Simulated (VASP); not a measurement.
The system is SrTiO3.

```
Sr Ti O
1.0
     2.46961    1.42583    3.35434
    -2.46961    1.42583    3.35434
     0.00000   -2.85166    3.35434
Sr Ti O
1 1 3
Direct
  0.50000 0.50000 0.50000
  0.00000 0.00000 0.00000
  0.00000 0.00000 0.50000
  0.50000 0.00000 0.00000
  0.00000 0.50000 0.00000
```

The cell was generated, and may not be a known phase.

* Program: VASP 6.6.1
* Task: relaxation of cell and atoms
* Functional: PBE
* Potentials or basis: VASP PAW PBE potentials, release 64 (Sr_sv, Ti_sv, O)
* Cutoff: 600 eV
* k mesh: 6 × 6 × 6
* Occupations: gaussian, width 0.1 eV
* Spin: collinear spin
* Starting moments: [0.0, 1.0, 0.0, 0.0, 0.0] μB

At the start: pressure -5.8 GPa; volume 14.17 Å³/atom.

Problem. How do energy, volume and symmetry change on relaxing?

Solution. Over 8 steps the energy falls by 1346.6 meV/atom and the volume is 12.23 Å³/atom (-13.7 %); space group R-3m (No. 166, to 0.1 Å) before, Pm-3m (No. 221, to 0.1 Å); moment 0.00 μB per cell.

Step by step:
```csv
step,energy change (eV),largest force (eV/Å),pressure (GPa),volume (Å³)
1,0.0000,0.0000,-5.82,70.87
2,-5.9537,0.0000,-4.09,63.32
3,-6.5905,0.0000,1.53,60.74
4,-5.6973,0.0000,25.44,54.65
5,-6.6895,0.0000,5.90,59.24
6,-6.6846,0.0000,6.98,58.91
7,-6.6813,0.0000,-6.15,63.58
8,-6.7331,0.0000,0.04,61.15
```

Final structure:
```xyz
5
Lattice="2.7868 1.6089 2.2730 -2.7868 1.6089 2.2730 0.0000 -3.2179 2.2730" Properties=species:S:1:pos:R:3 pbc="T T T"
Sr    0.0000    0.0000    3.4095
Ti    0.0000    0.0000    0.0000
O     0.0000   -1.6089    1.1365
O     1.3934    0.8045    1.1365
O    -1.3934    0.8045    1.1365
```
